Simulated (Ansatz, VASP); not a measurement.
## ScB3S in VASP and in Ansatz

```xyz
5
Lattice="3.2763 0.0000 0.0000 0.0000 3.2763 0.0000 0.0000 0.0000 5.5753" Properties=species:S:1:pos:R:3 pbc="T T T"
Sc    1.6381    1.6381    2.7877
B     0.0000    0.0000    2.0101
B     0.0000    0.0000    3.5652
B     1.6381    1.6381    0.0000
S     0.0000    0.0000    0.0000
```

Alike in both runs: functional PBE; k mesh 6 × 6 × 4; occupations gaussian, width 0.1 eV; no spin polarisation.

Ansatz relaxed the structure, and its values are those at the end. VASP's run is a single point on that final structure, the one shown.

|  | VASP | Ansatz |
| --- | --- | --- |
| version | VASP 6.6.1 | Ansatz 0.2.0 |
| potentials or method | VASP PAW PBE potentials, release 64 (Sc_sv, B, S), cutoff 520 eV | scalar-relativistic, plane waves, PAW |
| valence electrons in the cell | 26 | 26 |

Ansatz gave:

```
gap on the k mesh at the Fermi level (eV) : none
pressure (GPa)                            : -0.1
rms of the force components (eV/Å)        : 0.001
```

What did VASP give for the same quantities?

gap on the k mesh at the Fermi level (eV): none; pressure (GPa): 0.1; rms of the force components (eV/Å): 0.015.

A gap of «none» marks a metal or a gap that the smearing closes.
